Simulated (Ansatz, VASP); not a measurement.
One calculation of GeH2, two programs

File POSCAR:

```
GeH2
1.0
    3.0117840000      0.0000000000      0.0000000000
    0.0000000000      3.0117840000      0.0000000000
    0.0000000000      0.0000000000      6.1685410000
H Ge
4 2
Direct
    0.0000000000      0.5000000000      0.3300000000
    0.5000000000      0.0000000000      0.6700000000
    0.0000000000      0.0000000000      0.0000000000
    0.5000000000      0.5000000000      0.0000000000
    0.0000000000      0.5000000000      0.7350000000
    0.5000000000      0.0000000000      0.2650000000
```

Contents of INCAR.step1:

```
SYSTEM = GeH2
ALGO = Normal
EDIFF = 1E-4
ENCUT = 520
GGA = PE
ISMEAR = -1
LASPH = .True.
LCHARG = .False.
LREAL = .False.
LWAVE = .True.
NBANDS = 25
NELM = 60
PREC = Accurate
SIGMA = 0.1
```

File INCAR.step2:

```
SYSTEM = GeH2
ALGO = Normal
EDIFF = 1E-7
ENCUT = 520
ISIF = 2
ISMEAR = -1
ISTART = 1
LASPH = .True.
LCHARG = .False.
LMIXTAU = .True.
LREAL = .False.
LWAVE = .False.
METAGGA = R2SCAN
NBANDS = 25
NELM = 60
PREC = Accurate
SIGMA = 0.1
```

File KPOINTS:

```
k-points
0
Gamma
  6 6 3
  0 0 0
```

Input for Ansatz:

```yaml
crystal:
  lattice:
    - [3.011784, 0.0, 0.0]
    - [0.0, 3.011784, 0.0]
    - [0.0, 0.0, 6.168541]
  atoms:
    - { symbol: H, position: [0.0, 0.5, 0.33] }
    - { symbol: H, position: [0.5, 0.0, 0.67] }
    - { symbol: H, position: [0.0, 0.0, 0.0] }
    - { symbol: H, position: [0.5, 0.5, 0.0] }
    - { symbol: Ge, position: [0.0, 0.5, 0.735] }
    - { symbol: Ge, position: [0.5, 0.0, 0.265] }
  symmetry: { tolerance: 0.0003 }
kpoints:
  mp_grid: { grid: [6, 6, 3], shift: [0, 0, 0] }
magnetization:
  spin_polarized: false
scf:
  occupations: { method: fermi_dirac }
hamiltonian:
  pseudopotentials: { kind: paw }
  xc: r2scan
basis:
  ecutwfc: 500
output:
  forces: true
  stress: true
  eigenvalues: true
```

Alike in both runs: task single point; functional r2SCAN; k mesh 6 × 6 × 3; no spin polarisation.

|  | VASP | Ansatz |
| --- | --- | --- |
| version | VASP 6.6.1 | Ansatz 0.2.0 |
| potentials or method | VASP PAW PBE potentials, release 64 (H, Ge_d), cutoff 520 eV | PAW plane waves |
| occupations | fermi-dirac, width 0.1 eV | fermi-dirac |
| valence electrons in the cell | 32 | 32 |

VASP gave:

```
gap on the k mesh at the Fermi level (eV)                     : none
pressure (GPa)                                                : -4.0
traceless stress, the component that is largest in VASP (GPa) : -8.34
rms of the force components (eV/Å)                            : 0.484
```

Task: What did Ansatz give for the same quantities?

Result: gap on the k mesh at the Fermi level (eV): none; pressure (GPa): -3.8; traceless stress, the component that is largest in VASP (GPa): -8.34; rms of the force components (eV/Å): 0.483.

VASP's potentials were made for PBE, not for r2SCAN. Atom by atom the forces differ by 0.000 eV/Å (rms over components). A gap of «none» marks a metal or a gap that the smearing closes.
